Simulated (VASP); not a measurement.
A run of VASP 6.6.1:

Contents of INCAR:

```
SYSTEM = Ta2H
  PREC = Accurate
  ENCUT = 600
  EDIFF = 1E-6
  ISMEAR = 0
  SIGMA = 0.1
  LREAL = .FALSE.
  LASPH = .TRUE.
  NELM = 100
  ALGO = Normal
  ISIF = 3
  LWAVE = .FALSE.
  LCHARG = .FALSE.
  GGA = PS
  IBRION = 2
  NSW = 100
  EDIFFG = -0.005
```

KPOINTS

```
Automatic mesh
0
G
  16 16 10
  0 0 0
```

POSCAR

```
Ta2H
1.0
    1.7204951073     -2.3714690318      0.0000000000
    1.7204951073      2.3714690318      0.0000000000
    0.0000000000      0.0000000000      4.7585693900
Ta H
2 1
Direct
    0.0000000000      0.5000000000      0.2645697700
    0.5000000000      0.0000000000      0.7354302300
    0.0000000000      0.0000000000      0.0000000000
```

Potentials or basis: VASP PAW PBE potentials, release 64 (Ta_pv, H).

Launch:

```bash
$ cat potpaw_PBE.64/Ta_pv/POTCAR potpaw_PBE.64/H/POTCAR > POTCAR
$ mpirun -np 1 vasp_std > vasp.out
```

Hardware: 1 thread of Intel(R) Xeon(R) Platinum 8259CL CPU @ 2.50GHz (Skylake/Cascade Lake) (shared host).

**Question.** How long does it take, and how much memory?

**Answer.** It took 19 min on 1 thread of Intel(R) Xeon(R) Platinum 8259CL CPU @ 2.50GHz (Skylake/Cascade Lake), with other jobs on the host, peak memory 0.42 GiB. Counts: scf iterations 47, k points 438, ion steps 8.
